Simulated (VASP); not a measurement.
Here is a VASP 6.6.1 calculation.

Contents of INCAR:

```
SYSTEM = C
  PREC = Accurate
  ENCUT = 600
  EDIFF = 1E-6
  ISMEAR = 0
  SIGMA = 0.01
  LREAL = .FALSE.
  LASPH = .TRUE.
  NELM = 120
  ALGO = Normal
  ISIF = 2
  LWAVE = .FALSE.
  LCHARG = .FALSE.
  GGA = PS
  NBANDS = 11
  GGA_COMPAT = .FALSE.
```

The input KPOINTS:

```
Automatic mesh
0
G
  9 9 9
  0 0 0
```

The input POSCAR:

```
C
1.0
    0.0000000000      1.8409373895      1.8409373895
    1.8409373895      0.0000000000      1.8409373895
    1.8409373895      1.8409373895      0.0000000000
C
2
Direct
    0.0000000000      0.0000000000      0.0000000000
    0.2500000000      0.2500000000      0.2500000000
```

Potentials or basis: VASP PAW PBE potentials, release 64 (C).

Run with:

```console
$ cat potpaw_PBE.64/C/POTCAR > POTCAR
$ mpirun -np 1 vasp_std > vasp.out
```

Question: Predict the pressure.

Answer: -39.1 GPa.

Question: Estimate the band gap on the k mesh.

Answer: 3.82 eV, indirect (least direct gap 5.28 eV).

Caveat: the PAW data sets were made with another functional, which shifts forces and pressure a little. A k mesh can miss the band edges.
